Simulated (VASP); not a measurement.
HfO2: single point with PBEsol

Crystal: HfO2.

```xyz
12
Lattice="5.1180 0.0000 0.0000 0.0000 5.1857 0.0000 -0.8587 0.0000 5.2139" Properties=species:S:1:pos:R:3 pbc="T T T"
Hf    1.2314    0.2059    1.0845
Hf    3.4573    2.7987    1.5224
Hf    3.0279    4.9798    4.1294
Hf    0.8021    2.3870    3.6914
O     1.8842    3.9313    2.5032
O     2.8045    1.3384    0.1038
O     2.3751    1.2544    2.7107
O     1.4549    3.8473    5.1101
O     0.0821    1.7196    1.8076
O     4.6066    4.3124    0.7993
O     4.1773    3.4661    3.4062
O    -0.3473    0.8733    4.4146
```

```
Program             : VASP 6.6.1
Task                : single point
Functional          : PBEsol
Potentials or basis : VASP PAW PBE potentials, release 64 (Hf_pv, O)
Cutoff              : 520 eV
k mesh              : 4 × 4 × 4
Occupations         : gaussian, width 0.1 eV
Spin                : no spin polarisation
```

| Item | Value |
| --- | --- |
| Pressure | -4.6 GPa |
| Largest force | 0.432 eV/Å |
| Band gap on the k mesh | 4.01 eV, indirect (least direct gap 4.10 eV) |

Forces in eV/Å, atoms in the order of the input:
```
Hf   0.160  0.070 -0.010
Hf  -0.160  0.070  0.010
Hf  -0.160 -0.070  0.010
Hf   0.160 -0.070 -0.010
O   -0.038 -0.036 -0.078
O    0.038 -0.036  0.078
O    0.038  0.036  0.078
O   -0.038  0.036 -0.078
O   -0.383  0.192 -0.053
O    0.383  0.192  0.053
O    0.383 -0.192  0.053
O   -0.383 -0.192 -0.053
```

Stress tensor (GPa, compression positive):
```
-4.56  0.00 -0.16
 0.00 -5.25  0.00
-0.16  0.00 -4.00
```

Levels at points of the mesh, in eV from the valence-band top:
```tsv
k point	band 40	band 41	band 42	band 43	band 44	band 45	band 46	band 47	band 48	band 49
(0.00, 0.00, 0.00)	-1.00	-0.55	-0.52	-0.17	0.00	4.44	5.02	5.20	5.42	5.60
(0.50, 0.00, 0.00)	-0.86	-0.69	-0.57	-0.49	-0.09	4.01	5.07	5.16	5.20	5.75
(0.00, 0.50, 0.00)	-1.08	-0.80	-0.80	-0.43	-0.43	5.01	5.01	5.51	5.51	5.86
(0.50, 0.50, 0.00)	-1.39	-0.89	-0.89	-0.59	-0.59	4.74	4.74	5.19	5.19	5.97
(0.00, 0.00, 0.50)	-1.02	-0.81	-0.81	-0.49	-0.49	4.71	4.71	5.15	5.15	6.09
(0.50, 0.00, 0.50)	-1.28	-0.98	-0.98	-0.50	-0.50	4.34	4.34	5.47	5.47	5.67
(0.00, 0.50, 0.50)	-0.96	-0.92	-0.92	-0.63	-0.63	4.89	4.89	5.04	5.04	5.85
(0.50, 0.50, 0.50)	-1.22	-1.04	-1.04	-0.75	-0.75	4.50	4.50	5.21	5.21	5.61
```

It took 5.6 min on 1 thread of AMD EPYC 7R43 64-Core Processor (Zen 3), on a shared host, peak memory 0.3 GiB.

Caveat: the PAW data sets were made with another functional, which shifts forces and pressure a little; spin-orbit coupling is left out, which moves the levels of the heavy elements. As with any semilocal functional, this PBEsol gap is likely too small.
